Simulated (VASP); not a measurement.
InGa3Se2, 6 atoms in the cell. It takes space group P6mm (No. 183, hexagonal). Conventional cell: a = 6.365 Å, b = 6.365 Å, c = 4.299 Å, α = 90.00°, β = 90.00°, γ = 120.00°. In (site symmetry 6mm) has 6 Se at 3.68 Å and 12 Ga at 3.79 to 3.89 Å and 2 In at 4.30 Å within 4.8 Å. Within 3.9 Å of Ga (site symmetry 2mm) lie 4 Se at 2.79 to 2.86 Å and 4 Ga at 3.18 Å and 4 In at 3.79 to 3.89 Å. Within 3.7 Å of Se (site symmetry 3m) lie 6 Ga at 2.79 to 2.86 Å and 3 Se at 3.67 Å and 3 In at 3.68 Å. The cell was generated, and may not be a known phase.

* Program: VASP 6.6.1
* Task: relaxation of cell and atoms
* Functional: PBE
* Potentials or basis: VASP PAW PBE potentials, release 64 (In_d, Ga_d, Se)
* Cutoff: 600 eV
* k mesh: 6 × 6 × 10
* Occupations: gaussian, width 0.1 eV
* Spin: no spin polarisation
* Dipole correction: no
* Further INCAR settings: ALGO = Normal; EDIFF = 1e-06; IBRION = 2; EDIFFG = -0.01; NSW = 100; ISIF = 3

Potentials or basis: VASP PAW PBE potentials, release 64 (In_d, Ga_d, Se).

The run is started by

```console
$ cat potpaw_PBE.64/In_d/POTCAR potpaw_PBE.64/Ga_d/POTCAR potpaw_PBE.64/Se/POTCAR > POTCAR
$ mpirun -np 1 vasp_std > vasp.out
```

Hardware: 1 thread of Intel(R) Xeon(R) Platinum 8559C (Emerald Rapids) (shared host).

Question: How long does it take, and how much memory?

Answer: It took 45 min on 1 thread of Intel(R) Xeon(R) Platinum 8559C (Emerald Rapids), on a shared host, peak memory 0.52 GiB. Counts: scf iterations 96, k points 42, ion steps 16.
